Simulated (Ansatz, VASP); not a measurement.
# LuH2 in VASP and in Ansatz

```
Lu H
1.0
     0.00000    2.53317    2.53317
     2.53317    0.00000    2.53317
     2.53317    2.53317    0.00000
Lu H
1 2
Direct
  0.00000 0.00000 0.00000
  0.25000 0.25000 0.25000
  0.75000 0.75000 0.75000
```

Change from the starting cell: volume scaled by 1.02.

Alike in both runs: task single point; functional LDA; k mesh 8 × 8 × 8; occupations fermi-dirac, width 0.02 eV; no spin polarisation.

```csv
,VASP,Ansatz
version,VASP 6.6.1,Ansatz 0.2.0
potentials or method,"VASP PAW PBE potentials, release 64 (Lu, H), cutoff 520 eV","all-electron LAPW, scalar-relativistic"
```

```tsv
	VASP	Ansatz	Ansatz less VASP
pressure (GPa)	-7.8	-8.2	-0.48
```

VASP's potentials were made for PBE, not for LDA. LDA's correlation is that of Perdew and Zunger in VASP and of Perdew and Wang (1992) in Ansatz. Ansatz ran all-electron here, and VASP with PAW potentials.

Spin-orbit coupling is off throughout.
